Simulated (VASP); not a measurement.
# BAs (zincblende type) (F-43m) in VASP: a series of runs

The runs below take BAs (zincblende type) through single point, relaxation of cell and atoms, with PBE.

Program: VASP 6.6.1. These are calculated values, not measurements. Logs are shortened: lines on timing, memory, paths and dates and some standing lists are left out, and cuts for length are marked.

### 1 The cell of the first run

It takes space group F-43m (No. 216, cubic). The conventional cell has a = 4.573 Å, b = 4.573 Å, c = 4.573 Å, α = 90.00°, β = 90.00°, γ = 90.00°. B (site symmetry -43m) has 4 As at 1.98 Å within 2.6 Å. Within 2.6 Å of As (site symmetry -43m) lie 4 B at 1.98 Å.

### 2 Single point, PBE

INCAR reads:

```
  ALGO = Normal
  EDIFF = 1E-6
  ENCUT = 520
  GGA = PE
  ISIF = 2
  ISMEAR = -1
  LASPH = True
  LCHARG = True
  LELF = True
  LREAL = False
  LVHAR = True
  LWAVE = False
  NBANDS = 11
  NELM = 100
  PREC = Accurate
  SIGMA = 0.05
```

KPOINTS reads:

```
k-points
0
Gamma
  14 14 14
```

POSCAR reads:

```
BAs
1.0
    0.0000000000      2.2863727480      2.2863727480
    2.2863727480      0.0000000000      2.2863727480
    2.2863727480      2.2863727480      0.0000000000
B As
1 1
Direct
    0.0000000000      0.0000000000      0.0000000000
    0.2500000000      0.2500000000      0.2500000000
```

Potentials or basis: VASP PAW PBE potentials, release 64 (B, As).

On the command line:

```bash
$ cat potpaw_PBE.64/B/POTCAR potpaw_PBE.64/As/POTCAR > POTCAR
$ mpirun -np 1 vasp_std > vasp.out
```

OUTCAR:

```text
EDIFF = 1E-6
   ENCUT = 520
   GGA = PE
   ISIF = 2
   ISMEAR = -1
   LASPH = True
   LREAL = False
   NELM = 100
   PREC = Accurate

 ion  position               nearest neighbor table
   1  0.000  0.000  0.000-   2 1.98   2 1.98   2 1.98   2 1.98
   2  0.250  0.250  0.250-   1 1.98   1 1.98   1 1.98   1 1.98

  LATTYP: Found a face centered cubic cell.
 ALAT       =     4.5727454960

  Lattice vectors:

 A1 = (   0.0000000000,   2.2863727480,   2.2863727480)
 A2 = (   2.2863727480,   0.0000000000,   2.2863727480)
 A3 = (   2.2863727480,   2.2863727480,   0.0000000000)

Analysis of symmetry for initial positions (statically):
=====================================================================
 Subroutine PRICEL returns:
 Original cell was already a primitive cell.

 Routine SETGRP: Setting up the symmetry group for a
 face centered cubic supercell.

 Subroutine GETGRP returns: Found 24 space group operations
 (whereof 24 operations were pure point group operations)
 out of a pool of 48 trial point group operations.

The static configuration has the point symmetry T_d .

Analysis of symmetry for dynamics (positions and initial velocities):
=====================================================================
 Subroutine PRICEL returns:
 Original cell was already a primitive cell.

 Routine SETGRP: Setting up the symmetry group for a
 face centered cubic supercell.

 Subroutine GETGRP returns: Found 24 space group operations
 (whereof 24 operations were pure point group operations)
 out of a pool of 48 trial point group operations.

The dynamic configuration has the point symmetry T_d .

 Subroutine INISYM returns: Found 24 space group operations
 (whereof 24 operations are pure point group operations),
 and found     1 'primitive' translations

----------------------------------------------------------------------------------------

                                     Primitive cell

  volume of cell :      23.9040

  direct lattice vectors                    reciprocal lattice vectors
     0.000000000  2.286372748  2.286372748    -0.218687001  0.218687001  0.218687001
     2.286372748  0.000000000  2.286372748     0.218687001 -0.218687001  0.218687001
     2.286372748  2.286372748  0.000000000     0.218687001  0.218687001 -0.218687001

  length of vectors
     3.233419349  3.233419349  3.233419349     0.378776997  0.378776997  0.378776997

  position of ions in fractional coordinates (direct lattice)
     0.000000000  0.000000000  0.000000000
     0.250000000  0.250000000  0.250000000

  ion indices of the primitive-cell ions
   primitive index   ion index
                 1           1
                 2           2

----------------------------------------------------------------------------------------

 KPOINTS: k-points

Automatic generation of k-mesh.
 Grid dimensions read from file:
 generate k-points for:   14   14   14

 Generating k-lattice:

  Cartesian coordinates                     Fractional coordinates (reciprocal lattice)
    -0.015620500  0.015620500  0.015620500     0.071428571  0.000000000  0.000000000
     0.015620500 -0.015620500  0.015620500     0.000000000  0.071428571  0.000000000
     0.015620500  0.015620500 -0.015620500     0.000000000  0.000000000  0.071428571

  Length of vectors
     0.027055500  0.027055500  0.027055500

  Shift w.r.t. Gamma in fractional coordinates (k-lattice)
     0.000000000  0.000000000  0.000000000

 Subroutine IBZKPT returns following result:
 ===========================================

 Found    104 irreducible k-points:

 Following reciprocal coordinates:
            Coordinates               Weight
  0.000000  0.000000  0.000000      1.000000
  0.071429  0.000000  0.000000      8.000000
  0.142857  0.000000  0.000000      8.000000
  0.214286  0.000000  0.000000      8.000000
  0.285714  0.000000  0.000000      8.000000
  0.357143  0.000000  0.000000      8.000000
[... 16 lines left out ...]
  0.214286  0.142857  0.000000     24.000000
  0.285714  0.142857  0.000000     24.000000
 [... further k-points ...]
   k-points           NKPTS =    104   k-points in BZ     NKDIM =    104   number of bands    NBANDS=     11
   number of dos      NEDOS =    301   number of ions     NIONS =      2
   total plane-waves  NPLWV =  13824
   dimension x,y,z NGX =    24 NGY =   24 NGZ =   24
   dimension x,y,z NGXF=    48 NGYF=   48 NGZF=   48
   ions per type =               1   1
   NGX,Y,Z   is equivalent  to a cutoff of  12.34, 12.34, 12.34 a.u.
   NGXF,Y,Z  is equivalent  to a cutoff of  24.68, 24.68, 24.68 a.u.
 SYSTEM =  unknown system
   PREC   = accura    normal or accurate (medium, high low for compatibility)
   ISTART =      0    job   : 0-new  1-cont  2-samecut
   ICHARG =      2    charge: 1-file 2-atom 10-const
   ISPIN  =      1    spin polarized calculation?
   LNONCOLLINEAR =      F non collinear calculations
   LSORBIT =      F    spin-orbit coupling
   LASPH  =      T    aspherical Exc in radial PAW
   ENCUT  =  520.0 eV  38.22 Ry    6.18 a.u.   6.01  6.01  6.01*2*pi/ulx,y,z
   NELM   =    100;   NELMIN=  2; NELMDL= -5     # of ELM steps
   EDIFF  = 0.1E-05   stopping-criterion for ELM
   LREAL  =      F    real-space projection
   EDIFFG = 0.1E-04   stopping-criterion for IOM
   NSW    =      0    number of steps for IOM
   IBRION =     -1    ionic relax: 0-MD 1-quasi-New 2-CG
   NFREE  =      0    steps in history (QN), initial steepest desc. (CG)
   ISIF   =      2    stress and relaxation
   ISYM   =      2    0-nonsym 1-usesym 2-fastsym
   POTIM  = 0.5000    time-step for ionic-motion
   TEBEG  =    0.0;   TEEND  =   0.0 temperature during run
   PSTRESS=    0.0 pullay stress
   NELECT =       8.0000    total number of electrons
   NUPDOWN=      -1.0000    fix difference up-down
   EMIN   =  10.00;   EMAX   =-10.00  energy-range for DOS
   EFERMI =   0.00;   METHOD = LEGACY
   ISMEAR =    -1;   SIGMA  =   0.05  broadening in eV -4-tet -1-fermi 0-gaus
   EFERMI_NEDOS =   21; number of points for ismear=-14 and -15
   IALGO  =     38    algorithm
   IMIX   =      4    mixing-type and parameters
     AMIX     =   0.40;   BMIX     =  1.00
     AMIX_MAG =   1.60;   BMIX_MAG =  1.00
  volume/ion in A,a.u.               =      11.95        80.66
  Fermi-wavevector in a.u.,A,eV,Ry     =   1.136618  2.147896 17.577367  1.291900
  Thomas-Fermi vector in A             =   2.273323
   LORBIT       =      0    0 simple, 1 ext, 2 COOP (PROOUT), +10 PAW based schemes
   GGA     = PE    functional components
   LHFCALC =     F    Hartree Fock is set to
   AEXX    =    0.0000 exact exchange contribution
   IVDW    =     0    specifies the selected vdW correction
   LEPSILON=     F    determine dielectric tensor
   LRPA    =     F    only Hartree local field effects (RPA)
 non-spin polarized calculation
  energy-cutoff  :      520.00
  volume of cell :       23.90
 maximum number of plane-waves:       656
   NGX = 13   NGY = 13   NGZ = 13

 number of electron       7.9999999 magnetization

 Free energy of the ion-electron system (eV)
  ---------------------------------------------------
  ext. energy  EPLUGINS =         0.00000000
  ---------------------------------------------------
  free energy    TOTEN  =       -11.10132940 eV

  energy without entropy =      -11.10132925  energy(sigma->0) =      -11.10132932

 E-fermi :   8.1572     XC(G=0): -11.1613

 val. band max:        7.6553326321   @ k =   0.0000   0.0000   0.0000
 cond. band min:       8.6997695215   @ k =   0.4286   0.4286   0.0000
 fundamental gap:      1.0444368894
 Fermi energy:         8.1572036671

 k-point     1 :       0.0000    0.0000    0.0000
  band No.  band energies     occupation
      1      -9.0140      2.00000
      2       7.6553      1.99991
      3       7.6553      1.99991
      4       7.6553      1.99991
      5      11.1126      0.00000
      6      11.1126      0.00000
      7      11.1126      0.00000
      8      14.0600      0.00000
      9      17.9418      0.00000
     10      21.1600      0.00000
     11      21.1600      0.00000

 k-point     2 :       0.0714    0.0000    0.0000
  band No.  band energies     occupation
      1      -8.9196      2.00000
      2       6.8032      2.00000
      3       7.4632      2.00000
      4       7.4632      2.00000
      5      11.3630      0.00000
      6      11.3630      0.00000
      7      11.3772      0.00000
      8      14.3886      0.00000
      9      18.3471      0.00000
     10      20.3150      0.00000
     11      20.3150      0.00000

 k-point     3 :       0.1429    0.0000    0.0000
  band No.  band energies     occupation
      1      -8.6384      2.00000
      2       5.0828      2.00000
      3       7.0325      2.00000
      4       7.0325      2.00000
      5      11.5486      0.00000
      6      11.9192      0.00000
      7      11.9192      0.00000
      8      15.2080      0.00000
      9      19.2772      0.00000
     10      19.4375      0.00000
     11      19.4375      0.00000

 k-point     4 :       0.2143    0.0000    0.0000
  band No.  band energies     occupation
      1      -8.1761      2.00000
      2       3.1946      2.00000
      3       6.5634      2.00000
      4       6.5634      2.00000
      5      11.4884      0.00000
      6      12.4416      0.00000
      7      12.4416      0.00000
      8      16.0876      0.00000
      9      19.1228      0.00000
     10      19.1228      0.00000
     11      19.7204      0.00000
[... 239 lines left out ...]
 k-point    22 :       0.1429    0.1429    0.0000
  band No.  band energies     occupation
      1      -8.5125      2.00000
      2       5.9390      2.00000
      3       6.0311      2.00000
      4       6.0311      2.00000
      5      10.1479      0.00000
      6      13.2695      0.00000
      7      13.2695      0.00000
      8      14.4438      0.00000
      9      18.0452      0.00000
     10      19.9233      0.00000
     11      21.6847      0.00000

 k-point    23 :       0.2143    0.1429    0.0000
  band No.  band energies     occupation
      1      -8.1716      2.00000
      2       4.4041      2.00000
      3       5.5298      2.00000
      4       5.8748      2.00000
      5      10.1675      0.00000
      6      13.6180      0.00000
      7      14.0061      0.00000
      8      14.2913      0.00000
      9      18.2971      0.00000
     10      20.9270      0.00000
     11      21.4871      0.00000

 k-point    24 :       0.2857    0.1429    0.0000
  band No.  band energies     occupation
      1      -7.6548      2.00000
      2       2.6678      2.00000
      3       5.1434      2.00000
      4       5.4332      2.00000
      5      10.5619      0.00000
      6      13.5567      0.00000
      7      14.3747      0.00000
      8      14.4525      0.00000
      9      19.0685      0.00000
     10      21.5057      0.00000
     11      21.5272      0.00000

 [... further k-points ...]
[... 5 lines left out ...]
  --------------------------------------------------------------------------------------
  -------------------------------------------------------------------------------------
  Total        4.2191932      4.2191932      4.2191932      0.0000000     -0.0000000     -0.0000000
  in kB      282.7931544    282.7931544    282.7931544      0.0000000     -0.0000000     -0.0000000
  external PRESSURE =     282.7931544 kB  Pullay stress =       0.0000000 kB

 VOLUME and BASIS-vectors are now :
 -----------------------------------------------------------------------------
  energy-cutoff  :      520.00
  volume of cell :       23.90
      direct lattice vectors                 reciprocal lattice vectors
     0.000000000  2.286372748  2.286372748    -0.218687001  0.218687001  0.218687001
     2.286372748  0.000000000  2.286372748     0.218687001 -0.218687001  0.218687001
     2.286372748  2.286372748  0.000000000     0.218687001  0.218687001 -0.218687001

 POSITION                                       TOTAL-FORCE (eV/Angst)
 -----------------------------------------------------------------------------------
      0.00000      0.00000      0.00000         0.000000      0.000000      0.000000
      1.14319      1.14319      1.14319        -0.000000     -0.000000     -0.000000
 -----------------------------------------------------------------------------------
    total drift:                                0.000000      0.000000      0.000000

  FREE ENERGIE OF THE ION-ELECTRON SYSTEM (eV)
  ---------------------------------------------------
  free  energy   TOTEN  =       -11.1013293987 eV

  energy  without entropy=      -11.1013292511  energy(sigma->0) =      -11.10132932
```

Run time: 21 s. Hardware: 1 thread of Intel Xeon 6975P-C, shared host; peak memory 0.16 GiB.

Results:

```
Free energy            : -11.1013 eV
Pressure               : 28.3 GPa
Band gap on the k mesh : 1.04 eV, indirect (least direct gap 3.46 eV)
```

A k mesh can miss the band edges. PBE gaps usually lie below the measured ones, often by a third to a half.

### 3 Relaxation of cell and atoms, PBE, target pressure 27 GPa, at which the enthalpy is minimised

INCAR reads:

```
ALGO = Normal
EDIFF = 1E-6
EDIFFG = -0.005
ENCUT = 600
GGA = PE
IBRION = 2
ISIF = 3
ISMEAR = -1
LASPH = T
LCHARG = F
LREAL = F
LWAVE = F
NELM = 80
NSW = 32
PREC = Accurate
PSTRESS = 270.0
SIGMA = 0.05
```

KPOINTS is that of step 2.

POSCAR reads:

```
BAs
1.0
    0.0000000000      2.2865827021      2.2865827021
    2.2865827021      0.0000000000      2.2865827021
    2.2865827021      2.2865827021      0.0000000000
B As
1 1
Direct
    0.0000000000      0.0000000000      0.0000000000
    0.2500000000      0.2500000000      0.2500000000
```

Potentials or basis: VASP PAW PBE potentials, release 64 (B, As).

On the command line:

```bash
$ cat potpaw_PBE.64/B/POTCAR potpaw_PBE.64/As/POTCAR > POTCAR
$ mpirun -np 1 vasp_std > vasp.out
```

OUTCAR:

```text
EDIFF = 1E-6
   EDIFFG = -0.005
   ENCUT = 600
   GGA = PE
   IBRION = 2
   ISIF = 3
   ISMEAR = -1
   LASPH = T
   LREAL = F
   NELM = 80
   NSW = 32
   PREC = Accurate
   PSTRESS = 270.0

 ion  position               nearest neighbor table
   1  0.000  0.000  0.000-   2 1.98   2 1.98   2 1.98   2 1.98
   2  0.250  0.250  0.250-   1 1.98   1 1.98   1 1.98   1 1.98

  LATTYP: Found a face centered cubic cell.
 ALAT       =     4.5731654042

  Lattice vectors:

 A1 = (   0.0000000000,   2.2865827021,   2.2865827021)
 A2 = (   2.2865827021,   0.0000000000,   2.2865827021)
 A3 = (   2.2865827021,   2.2865827021,   0.0000000000)

Analysis of symmetry for initial positions (statically):
=====================================================================
 Subroutine PRICEL returns:
 Original cell was already a primitive cell.

 Routine SETGRP: Setting up the symmetry group for a
 face centered cubic supercell.

 Subroutine GETGRP returns: Found 24 space group operations
 (whereof 24 operations were pure point group operations)
 out of a pool of 48 trial point group operations.

[... 166 lines left out ...]

  FORCE on cell =-STRESS in cart. coord.  units (eV):
  Direction    XX          YY          ZZ          XY          YZ          ZX
  --------------------------------------------------------------------------------------
  -------------------------------------------------------------------------------------
  Total        4.2097270      4.2097270      4.2097270     -0.0000000      0.0000000      0.0000000
  in kB      282.0809620    282.0809620    282.0809620     -0.0000000      0.0000000      0.0000000
  external PRESSURE =      12.0809620 kB  Pullay stress =     270.0000000 kB
[... 63 lines left out ...]
--------------------------------------- Ionic step        3  -------------------------------------------

 number of electron       8.0000000 magnetization

 Free energy of the ion-electron system (eV)
  ---------------------------------------------------
  ext. energy  EPLUGINS =         0.00000000
  ---------------------------------------------------
  free energy    TOTEN  =       -11.12469825 eV

  energy without entropy =      -11.12469811  energy(sigma->0) =      -11.12469818

 E-fermi :   8.0941     XC(G=0): -11.1373

 val. band max:        7.5888158202   @ k =   0.0000   0.0000   0.0000
 cond. band min:       8.6402724730   @ k =   0.4286   0.4286   0.0000
 fundamental gap:      1.0514566528
 Fermi energy:         8.0940772127

 k-point     1 :       0.0000    0.0000    0.0000
  band No.  band energies     occupation
      1      -9.0253      2.00000
      2       7.5888      1.99992
      3       7.5888      1.99992
      4       7.5888      1.99992
      5      11.0380      0.00000
      6      11.0380      0.00000
      7      11.0380      0.00000
      8      13.9224      0.00000
[... 243 lines left out ...]
 k-point    24 :       0.2857    0.1429    0.0000
  band No.  band energies     occupation
      1      -7.6727      2.00000
      2       2.6175      2.00000
      3       5.0909      2.00000
      4       5.3736      2.00000
      5      10.4911      0.00000
      6      13.4599      0.00000
      7      14.2964      0.00000
      8      14.3629      0.00000

 [... further k-points ...]
[... 5 lines left out ...]
  --------------------------------------------------------------------------------------
  -------------------------------------------------------------------------------------
  Total        4.0522467      4.0522467      4.0522467      0.0000000     -0.0000000      0.0000000
  in kB      270.1511995    270.1511995    270.1511995      0.0000000     -0.0000000      0.0000000
  external PRESSURE =       0.1511995 kB  Pullay stress =     270.0000000 kB
[... 21 lines left out ...]
  energy  without entropy=      -11.1246981075  energy(sigma->0) =      -11.12469818

  enthalpy is  TOTEN    =        -7.0747195649 eV   P V=        4.0499786817

 reached required accuracy - stopping structural energy minimisation
```

OSZICAR:

```text
N       E                     dE             d eps       ncg     rms          rms(c)
DAV:   1     0.162403582952E+02    0.16240E+02   -0.44183E+03  1664   0.100E+03
DAV:   2    -0.117075464292E+02   -0.27948E+02   -0.27015E+02  2496   0.119E+02
DAV:   3    -0.120310166635E+02   -0.32347E+00   -0.32347E+00  1824   0.173E+01
[... 19 lines left out ...]
DAV:   1    -0.111252312167E+02    0.30622E-01   -0.17748E-02  1952   0.106E+00    0.140E-01
DAV:   2    -0.111248354423E+02    0.39577E-03   -0.56218E-04  1816   0.156E-01    0.682E-02
DAV:   3    -0.111247037568E+02    0.13169E-03   -0.29833E-04  1880   0.971E-02    0.240E-02
DAV:   4    -0.111246983022E+02    0.54546E-05   -0.12524E-05  2056   0.248E-02    0.127E-02
DAV:   5    -0.111246982466E+02    0.55620E-07   -0.10253E-06  1040   0.734E-03
   3 F= -.70747196E+01 E0= -.70747195E+01  d E =-.456372E-03
```

CONTCAR:

```text
BAs
   1.00000000000000
    -0.0000000000000000    2.2904625041569591    2.2904625041569591
     2.2904625041569591    0.0000000000000000    2.2904625041569591
     2.2904625041569591    2.2904625041569591    0.0000000000000000
  B               As
     1     1
Direct
     0.0000000000000000    0.0000000000000000    0.0000000000000000
     0.2500000000000000    0.2500000000000000    0.2500000000000000

  0.00000000E+00  0.00000000E+00  0.00000000E+00
  0.00000000E+00  0.00000000E+00  0.00000000E+00
```

Run time: 51 s. Hardware: 1 thread of Intel Xeon 6975P-C, shared host; peak memory 0.19 GiB.

What came out:

```yaml
Free_energy: -11.1247 eV
Relaxed_volume: 12.02 Å³/atom
Relaxed_cell: a = 3.239 Å, b = 3.239 Å, c = 3.239 Å, α = 60.00°, β = 60.00°, γ = 60.00°
Space_group_after_relaxing_to_0.05_Å: F-43m (No. 216)
Energy_change_on_relaxing_the_enthalpy_is_what_falls: -10.5 meV/atom
Ionic_steps: 3
Pressure_after_relaxing: 27.0 GPa
Band_gap_on_the_k_mesh: 1.05 eV, indirect (least direct gap 3.45 eV)
```

Step by step:
```tsv
step	energy change (eV)	largest force (eV/Å)	pressure (GPa)	volume (Å³)
1	0.0000	0.0000	28.21	23.91
2	-0.0522	0.0000	25.18	24.22
3	-0.0210	0.0000	27.02	24.03
```

Final structure:
```cif
data_structure
_symmetry_space_group_name_H-M 'P 1'
_symmetry_Int_Tables_number 1
_cell_length_a 3.2392
_cell_length_b 3.2392
_cell_length_c 3.2392
_cell_angle_alpha 60.000
_cell_angle_beta 60.000
_cell_angle_gamma 60.000
_cell_volume 24.03
loop_
_atom_site_label
_atom_site_type_symbol
_atom_site_fract_x
_atom_site_fract_y
_atom_site_fract_z
_atom_site_occupancy
B1 B 0.00000 0.00000 0.00000 1
As1 As 0.25000 0.25000 0.25000 1
```

Levels at points of the mesh, in eV from the valence-band top:
```
           k point  band 2  band 3  band 4  band 5  band 6  band 7
(0.00, 0.00, 0.00)    0.00    0.00    0.00    3.45    3.45    3.45
(0.50, 0.00, 0.00)   -9.77   -2.04   -2.04    3.47    4.92    4.92
(0.50, 0.50, 0.00)   -9.27   -4.63   -4.63    1.25    1.32   12.61
```

Caveat: the cell is relaxed towards a set pressure, so the enthalpy falls and the energy may rise.
